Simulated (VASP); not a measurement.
# Rb4S3 (Pm-3m) in VASP: a series of runs

The runs below take Rb4S3 through relaxation of cell and atoms, with PBE.

Program: VASP 6.6.1. These are calculated values, not measurements. Logs are shortened: lines on timing, memory, paths and dates and some standing lists are left out, and cuts for length are marked.

### Step 1. The cell of the first run

It takes space group Pm-3m (No. 221, cubic). The conventional cell has a = 6.254 Å, b = 6.254 Å, c = 6.254 Å, α = 90.00°, β = 90.00°, γ = 90.00°. Rb (site symmetry 4/mmm) has 2 Rb at 3.13 Å and 4 S at 3.13 Å within 4.1 Å. Rb (site symmetry m-3m) has 6 Rb at 3.13 Å within 4.1 Å. S (site symmetry 4/mmm) has 4 Rb at 3.13 Å within 4.1 Å.

The cell was built from a structure type or drawn by symmetry, and may not be a known phase.

### Step 2. Relaxation of cell and atoms, PBE

INCAR

```
ALGO = Normal
EDIFF = 1E-6
EDIFFG = -0.04
ENCUT = 600
GGA = PE
IBRION = 2
ISIF = 3
ISMEAR = 0
LASPH = True
LCHARG = False
LREAL = False
LWAVE = False
NELM = 60
NSW = 90
PREC = Accurate
SIGMA = 0.1
```

KPOINTS

```
k-points
0
Gamma
  4 4 4
```

POSCAR

```
Rb4S3
1.0
    6.2536789100      0.0000000000      0.0000000000
    0.0000000000      6.2536789100      0.0000000000
    0.0000000000      0.0000000000      6.2536789100
Rb S
4 3
Direct
    0.0000000000      0.5000000000      0.5000000000
    0.5000000000      0.0000000000      0.5000000000
    0.5000000000      0.5000000000      0.0000000000
    0.5000000000      0.5000000000      0.5000000000
    0.5000000000      0.0000000000      0.0000000000
    0.0000000000      0.5000000000      0.0000000000
    0.0000000000      0.0000000000      0.5000000000
```

Potentials or basis: VASP PAW PBE potentials, release 64 (Rb_sv, S).

The run is started by

```bash
> cat potpaw_PBE.64/Rb_sv/POTCAR potpaw_PBE.64/S/POTCAR > POTCAR
> mpirun -np 1 vasp_std > vasp.out
```

OUTCAR:

```text
EDIFF = 1E-6
   EDIFFG = -0.04
   ENCUT = 600
   GGA = PE
   IBRION = 2
   ISIF = 3
   ISMEAR = 0
   LASPH = True
   LREAL = False
   NELM = 60
   NSW = 90
   PREC = Accurate

 ion  position               nearest neighbor table
   1  0.000  0.500  0.500-   4 3.13   6 3.13   7 3.13   6 3.13   7 3.13   4 3.13   3 4.42   2 4.42
                             2 4.42   2 4.42   3 4.42   3 4.42   3 4.42   2 4.42
   2  0.500  0.000  0.500-   4 3.13   5 3.13   7 3.13   5 3.13   4 3.13   7 3.13   3 4.42   1 4.42
                             3 4.42   1 4.42   3 4.42   1 4.42   3 4.42   1 4.42
   3  0.500  0.500  0.000-   4 3.13   5 3.13   6 3.13   4 3.13   5 3.13   6 3.13   2 4.42   2 4.42
                             2 4.42   1 4.42   2 4.42   1 4.42   1 4.42   1 4.42
   4  0.500  0.500  0.500-   1 3.13   2 3.13   3 3.13   3 3.13   2 3.13   1 3.13
   5  0.500  0.000  0.000-   2 3.13   3 3.13   2 3.13   3 3.13
   6  0.000  0.500  0.000-   1 3.13   3 3.13   1 3.13   3 3.13
   7  0.000  0.000  0.500-   1 3.13   2 3.13   1 3.13   2 3.13

  LATTYP: Found a simple cubic cell.
 ALAT       =     6.2536789100

  Lattice vectors:

 A1 = (   6.2536789100,   0.0000000000,   0.0000000000)
 A2 = (   0.0000000000,   6.2536789100,   0.0000000000)
 A3 = (   0.0000000000,   0.0000000000,   6.2536789100)

Analysis of symmetry for initial positions (statically):
=====================================================================
 Subroutine PRICEL returns:
 Original cell was already a primitive cell.

 Routine SETGRP: Setting up the symmetry group for a
 simple cubic supercell.

 Subroutine GETGRP returns: Found 48 space group operations
 (whereof 48 operations were pure point group operations)
 out of a pool of 48 trial point group operations.

The static configuration has the point symmetry O_h .

Analysis of symmetry for dynamics (positions and initial velocities):
=====================================================================
 Subroutine PRICEL returns:
 Original cell was already a primitive cell.

 Routine SETGRP: Setting up the symmetry group for a
 simple cubic supercell.

 Subroutine GETGRP returns: Found 48 space group operations
 (whereof 48 operations were pure point group operations)
 out of a pool of 48 trial point group operations.

The dynamic configuration has the point symmetry O_h .

 Subroutine INISYM returns: Found 48 space group operations
 (whereof 48 operations are pure point group operations),
 and found     1 'primitive' translations

----------------------------------------------------------------------------------------

                                     Primitive cell

  volume of cell :     244.5720

  direct lattice vectors                    reciprocal lattice vectors
[... 92 lines left out ...]
   PSTRESS=    0.0 pullay stress
   NELECT =      54.0000    total number of electrons
   NUPDOWN=      -1.0000    fix difference up-down
   EMIN   =  10.00;   EMAX   =-10.00  energy-range for DOS
   EFERMI =   0.00;   METHOD = LEGACY
   ISMEAR =     0;   SIGMA  =   0.10  broadening in eV -4-tet -1-fermi 0-gaus
   EFERMI_NEDOS =   21; number of points for ismear=-14 and -15
   IALGO  =     38    algorithm
   IMIX   =      4    mixing-type and parameters
     AMIX     =   0.40;   BMIX     =  1.00
     AMIX_MAG =   1.60;   BMIX_MAG =  1.00
  volume/ion in A,a.u.               =      34.94       235.78
  Fermi-wavevector in a.u.,A,eV,Ry     =   0.989473  1.869832 13.320870  0.979056
  Thomas-Fermi vector in A             =   2.121074
   LORBIT       =      0    0 simple, 1 ext, 2 COOP (PROOUT), +10 PAW based schemes
   GGA     = PE    functional components
   LHFCALC =     F    Hartree Fock is set to
   AEXX    =    0.0000 exact exchange contribution
   IVDW    =     0    specifies the selected vdW correction
   LEPSILON=     F    determine dielectric tensor
   LRPA    =     F    only Hartree local field effects (RPA)
 conjugate gradient relaxation of ions
 non-spin polarized calculation
 Gauss-broadening in eV      SIGMA  =   0.10
  energy-cutoff  :      600.00
  volume of cell :      244.57
 maximum number of plane-waves:      8217
 NGX is ok and might be reduce to    50
   NGX = 25   NGY = 25   NGZ = 25

--------------------------------------- Ionic step        1  -------------------------------------------

 number of electron      54.0000003 magnetization

 Free energy of the ion-electron system (eV)
  ---------------------------------------------------
  ext. energy  EPLUGINS =         0.00000000
  ---------------------------------------------------
  free energy    TOTEN  =       -15.35262071 eV

  energy without entropy =      -15.28362784  energy(sigma->0) =      -15.31812427

------------------------ aborting loop because EDIFF is reached ----------------------------------------

  FORCE on cell =-STRESS in cart. coord.  units (eV):
  Direction    XX          YY          ZZ          XY          YZ          ZX
  --------------------------------------------------------------------------------------
  -------------------------------------------------------------------------------------
  Total        6.0617129      6.0617129      6.0617129     -0.0000000     -0.0000000      0.0000000
  in kB       39.7099378     39.7099378     39.7099378     -0.0000000     -0.0000000      0.0000000
  external PRESSURE =      39.7099378 kB  Pullay stress =       0.0000000 kB
[... 28 lines left out ...]
--------------------------------------- Ionic step        2  -------------------------------------------

 number of electron      54.0000004 magnetization

 E-fermi :   0.0993     XC(G=0):  -7.2250

 val. band max:        0.0544161807   @ k =   0.5000   0.2500   0.2500
 cond. band min:       0.1000087929   @ k =   0.2500   0.2500   0.2500
 fundamental gap:      0.0455926122
 Fermi energy:         0.0993026719

 k-point     1 :       0.0000    0.0000    0.0000
  band No.  band energies     occupation
      1     -30.0304      2.00000
      2     -26.7940      2.00000
      3     -26.7930      2.00000
      4     -26.7930      2.00000
      5     -14.3318      2.00000
      6     -14.3318      2.00000
[... 420 lines left out ...]
--------------------------------------- Ionic step        4  -------------------------------------------

 number of electron      53.9999998 magnetization

 Free energy of the ion-electron system (eV)
  ---------------------------------------------------
  ext. energy  EPLUGINS =         0.00000000
  ---------------------------------------------------
  free energy    TOTEN  =       -15.92486073 eV

  energy without entropy =      -15.84394415  energy(sigma->0) =      -15.88440244

 E-fermi :  -0.1990     XC(G=0):  -6.9219

 val. band max:       -0.2319754441   @ k =   0.5000   0.2500   0.2500
 cond. band min:      -0.1975671808   @ k =   0.2500   0.0000   0.0000
 fundamental gap:      0.0344082633
 Fermi energy:        -0.1989757759

 k-point     1 :       0.0000    0.0000    0.0000
  band No.  band energies     occupation
      1     -30.3836      2.00000
      2     -27.2250      2.00000
      3     -27.2232      2.00000
      4     -27.2232      2.00000
      5     -14.6180      2.00000
      6     -14.6180      2.00000
[... 373 lines left out ...]
  FREE ENERGIE OF THE ION-ELECTRON SYSTEM (eV)
  ---------------------------------------------------
  free  energy   TOTEN  =       -15.9248607316 eV

  energy  without entropy=      -15.8439441543  energy(sigma->0) =      -15.88440244

 reached required accuracy - stopping structural energy minimisation
```

OSZICAR:

```text
N       E                     dE             d eps       ncg     rms          rms(c)
DAV:   1     0.404641345912E+03    0.40464E+03   -0.25726E+04   640   0.162E+03
[... 44 lines left out ...]
DAV:   2    -0.159485046139E+02    0.91428E-01   -0.24626E-01   752   0.213E+00    0.733E-01
DAV:   3    -0.159251209472E+02    0.23384E-01   -0.60537E-02   808   0.104E+00    0.332E-01
DAV:   4    -0.159246996410E+02    0.42131E-03   -0.97304E-03   920   0.376E-01    0.180E-01
DAV:   5    -0.159248468520E+02   -0.14721E-03   -0.77695E-04   824   0.121E-01    0.543E-02
DAV:   6    -0.159248621531E+02   -0.15301E-04   -0.18222E-04  1000   0.516E-02    0.306E-02
DAV:   7    -0.159248614284E+02    0.72463E-06   -0.34202E-05   976   0.291E-02    0.125E-02
DAV:   8    -0.159248607316E+02    0.69680E-06   -0.32800E-06   584   0.990E-03
   4 F= -.15924861E+02 E0= -.15884402E+02  d E =-.572240E+00
```

It took 3.8 min on 1 thread of Intel Xeon Platinum 8488C (Sapphire Rapids), shared host; peak memory 0.4 GiB.

What came out:

```
Free energy                           : -15.9249 eV
Relaxed volume                        : 42.89 Å³/atom
Relaxed cell                          : a = 6.696 Å, b = 6.696 Å, c = 6.696 Å, α = 90.00°, β = 90.00°, γ = 90.00°
Space group after relaxing (to 0.1 Å) : Pm-3m (No. 221)
Energy gained by relaxing             : 81.7 meV/atom
Ionic steps                           : 4
Pressure after relaxing               : 0.0 GPa
Band gap on the k mesh                : zero (bands 27 and 28 overlap by 0.16 eV)
```

Step by step:
| step | energy change (eV) | largest force (eV/Å) | pressure (GPa) | volume (Å³) |
| --- | --- | --- | --- | --- |
| 1 | 0.0000 | 0.0000 | 3.97 | 244.57 |
| 2 | -0.4871 | 0.0000 | 1.21 | 276.52 |
| 3 | -0.5666 | 0.0000 | 0.28 | 294.32 |
| 4 | -0.5722 | 0.0000 | 0.04 | 300.26 |

Final structure:
```
Rb S
1.0
     6.69625    0.00000    0.00000
     0.00000    6.69625    0.00000
     0.00000    0.00000    6.69625
Rb S
4 3
Direct
  0.00000 0.50000 0.50000
  0.50000 0.00000 0.50000
  0.50000 0.50000 0.00000
  0.50000 0.50000 0.50000
  0.50000 0.00000 0.00000
  0.00000 0.50000 0.00000
  0.00000 0.00000 0.50000
```

Levels at points of the mesh, in eV from the Fermi level:
| k point | band 24 | band 25 | band 26 | band 27 | band 28 | band 29 | band 30 | band 31 |
| --- | --- | --- | --- | --- | --- | --- | --- | --- |
| (0.00, 0.00, 0.00) | -0.21 | -0.21 | 0.05 | 0.05 | 0.05 | 0.58 | 2.12 | 2.12 |
| (0.50, 0.00, 0.00) | -0.31 | -0.31 | -0.23 | -0.05 | -0.05 | 1.38 | 2.19 | 2.82 |
| (0.50, 0.50, 0.00) | -0.49 | -0.40 | -0.40 | -0.28 | 0.14 | 1.95 | 3.20 | 3.20 |
| (0.50, 0.50, 0.50) | -0.53 | -0.53 | -0.53 | 0.11 | 0.11 | 2.52 | 3.41 | 3.41 |

Caveat: the volume moved by over 15 % at a fixed basis, so the end points are rough.

### Step 3. Relaxation of cell and atoms, PBE

This run uses another cell than the first one, of 41.90 Å³/atom.

INCAR

```
ALGO = Normal
EDIFF = 1E-7
EDIFFG = -0.01
ENCUT = 600
GGA = PE
IBRION = 2
ISIF = 3
ISMEAR = 0
LASPH = T
LCHARG = F
LREAL = F
LWAVE = F
NELM = 100
NSW = 100
PREC = Accurate
SIGMA = 0.1
```

KPOINTS

```
k-points
0
Gamma
  6 6 6
```

Edit POSCAR of step 2 so:

```diff
@@ -2,5 +2,5 @@
 1.0
-    6.2536789100      0.0000000000      0.0000000000
-    0.0000000000      6.2536789100      0.0000000000
-    0.0000000000      0.0000000000      6.2536789100
+    6.6439803690      0.0000000000      0.0000000000
+    0.0000000000      6.6439803690      0.0000000000
+    0.0000000000      0.0000000000      6.6439803690
 Rb S
```

Potentials or basis: VASP PAW PBE potentials, release 64 (Rb_sv, S).

The run is started by

```bash
> cat potpaw_PBE.64/Rb_sv/POTCAR potpaw_PBE.64/S/POTCAR > POTCAR
> mpirun -np 1 vasp_std > vasp.out
```

It took 7.9 min on 1 thread of Intel Xeon Platinum 8488C (Sapphire Rapids), shared host; peak memory 0.5 GiB.

Results (log left out):

| Quantity | Value |
| --- | --- |
| Free energy | -15.9293 eV |
| Relaxed volume | 43.06 Å³/atom |
| Relaxed cell | a = 6.705 Å, b = 6.705 Å, c = 6.705 Å, α = 90.00°, β = 90.00°, γ = 90.00° |
| Space group after relaxing (to 0.1 Å) | Pm-3m (No. 221) |
| Energy gained by relaxing | 1.2 meV/atom |
| Ionic steps | 3 |
| Pressure after relaxing | 0.0 GPa |
| Band gap on the k mesh | zero (bands 27 and 28 overlap by 0.15 eV) |

The path:
```csv
step,energy change (eV),largest force (eV/Å),pressure (GPa),volume (Å³)
1,0.0000,0.0000,0.33,293.28
2,-0.0057,0.0000,0.17,296.95
3,-0.0081,0.0000,0.00,301.44
```

Final structure:
```
CELL_PARAMETERS angstrom
6.70505 0.00000 0.00000
0.00000 6.70505 0.00000
0.00000 0.00000 6.70505
ATOMIC_POSITIONS crystal
Rb 0.00000 0.50000 0.50000
Rb 0.50000 0.00000 0.50000
Rb 0.50000 0.50000 0.00000
Rb 0.50000 0.50000 0.50000
S 0.50000 0.00000 0.00000
S 0.00000 0.50000 0.00000
S 0.00000 0.00000 0.50000
```

Levels at points of the mesh, in eV from the Fermi level:
```csv
k point,band 25,band 26,band 27,band 28,band 29,band 30
"(0.00, 0.00, 0.00)",-0.20,0.05,0.05,0.05,0.57,2.13
"(0.50, 0.00, 0.00)",-0.31,-0.23,-0.05,-0.05,1.37,2.20
"(0.50, 0.50, 0.00)",-0.40,-0.40,-0.27,0.14,1.94,3.21
"(0.50, 0.50, 0.50)",-0.52,-0.52,0.11,0.11,2.51,3.41
```
